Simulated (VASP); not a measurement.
A run of VASP 6.6.1 is set up as follows.

The input INCAR:

```
SYSTEM = AlN
ALGO = Normal ; EDIFF = 1E-7
ENCUT = 520 ; GGA = CA
ISIF = 2 ; ISMEAR = 0
LASPH = .True. ; LCHARG = .False.
LREAL = .False. ; LWAVE = .False.
NBANDS = 16 ; NELM = 60
PREC = Accurate ; SIGMA = 0.05
```

The input KPOINTS:

```
k-points
0
Gamma
  9 9 6
  0 0 0
```

Contents of POSCAR:

```
AlN
1.0
    3.0629797860      0.0000000000      0.0000000000
   -1.5314898930      2.6526183059      0.0000000000
    0.0000000000      0.0000000000      4.9025525410
Al N
2 2
Direct
    0.3333333333      0.6666666667      0.0015210182
    0.6666666667      0.3333333333      0.5015210182
    0.3333333333      0.6666666667      0.3834789818
    0.6666666667      0.3333333333      0.8834789818
```

Potentials or basis: VASP PAW LDA potentials, release 64 (Al, N).

The run is started by

```bash
$ cat potpaw_LDA.64/Al/POTCAR potpaw_LDA.64/N/POTCAR > POTCAR
$ mpirun -np 1 vasp_std > vasp.out
```

(1) Estimate the largest force.

(2) Estimate the pressure.

(3) What does it give for the band gap on the k mesh?

Results:

(1) 0.012 eV/Å.

(2) 6.3 GPa.

(3) 4.65 eV, direct.
